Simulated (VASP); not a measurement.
Set up this calculation in VASP 6.6.1, as the native input.

```
Task                   : single point
Functional             : PBE
Potentials or basis    : VASP PAW PBE potentials, release 64 (Zn, S)
Cutoff                 : 500 eV
k mesh                 : 6 × 6 × 4
Occupations            : gaussian, width 0.1 eV
Spin                   : no spin polarisation
Dipole correction      : no
Further INCAR settings : ALGO = Normal; EDIFF = 1e-06; NBANDS = 26
```

The structure of ZnS lies in POSCAR:

```
ZnS
1.0
    3.8109987816      0.0000000000      0.0000000000
   -1.9054993908      3.3004217586      0.0000000000
    0.0000000000      0.0000000000      6.2340000000
Zn S
2 2
Direct
    0.3333333333      0.6666666667      0.0000000000
    0.6666666667      0.3333333333      0.5000000000
    0.3333333333      0.6666666667      0.3850000000
    0.6666666667      0.3333333333      0.8850000000
```

These files were run (other wordings do the same):

INCAR

```
SYSTEM = ZnS
PREC = Accurate
ENCUT = 500
EDIFF = 1E-6
ISMEAR = 0
SIGMA = 0.1
LREAL = .False.
LASPH = .True.
NELM = 120
ALGO = Normal
ISIF = 2
LWAVE = .False.
LCHARG = .False.
GGA = PE
NBANDS = 26
GGA_COMPAT = .False.
```

KPOINTS

```
Automatic mesh
0
Gamma
  6 6 4
  0 0 0
```

Potentials or basis: VASP PAW PBE potentials, release 64 (Zn, S).

Launch:

```sh
$ cat potpaw_PBE.64/Zn/POTCAR potpaw_PBE.64/S/POTCAR > POTCAR
$ mpirun -np 1 vasp_std > vasp.out
```

It gave:

```
Pressure               : 2.5 GPa
Largest force          : 0.324 eV/Å
Band gap on the k mesh : 2.25 eV
```

Run time: 19 s on 1 thread of Intel(R) Xeon(R) 6975P-C (Granite Rapids), on a shared host, peak memory 0.19 GiB.
